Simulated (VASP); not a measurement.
## MgO: single point with HSE06

MgO:

```
CELL_PARAMETERS angstrom
0.00000 2.28201 2.28201
2.28201 0.00000 2.28201
2.28201 2.28201 0.00000
ATOMIC_POSITIONS crystal
Mg 0.00000 0.00000 0.00000
O 0.25000 0.25000 0.25000
```

```yaml
Program: VASP 6.6.1
Task: single point
Functional: HSE06
Potentials_or_basis: VASP PAW PBE potentials, release 64 (Mg, O)
Cutoff: 520 eV
k_mesh: 6 × 6 × 6
Occupations: gaussian, width 0.01 eV
Spin: no spin polarisation
```

| Quantity | Value |
| --- | --- |
| Pressure | -0.1 GPa |
| Band gap on the k mesh | 5.24 eV |

Levels at points of the mesh, in eV from the valence-band top:
```csv
k point,band 2,band 3,band 4,band 5,band 6,band 7
"(0.00, 0.00, 0.00)",0.00,0.00,0.00,5.24,18.81,18.81
"(0.50, 0.00, 0.00)",-3.22,-0.21,-0.21,10.60,11.60,16.53
"(0.50, 0.50, 0.00)",-2.68,-0.81,-0.81,7.89,13.42,16.29
```

Run time: 11 min on 1 thread of AMD EPYC 7R43 64-Core Processor (Zen 3), on a shared host, peak memory 0.21 GiB.

Caveat: the PAW data sets were made with another functional, which shifts forces and pressure a little.
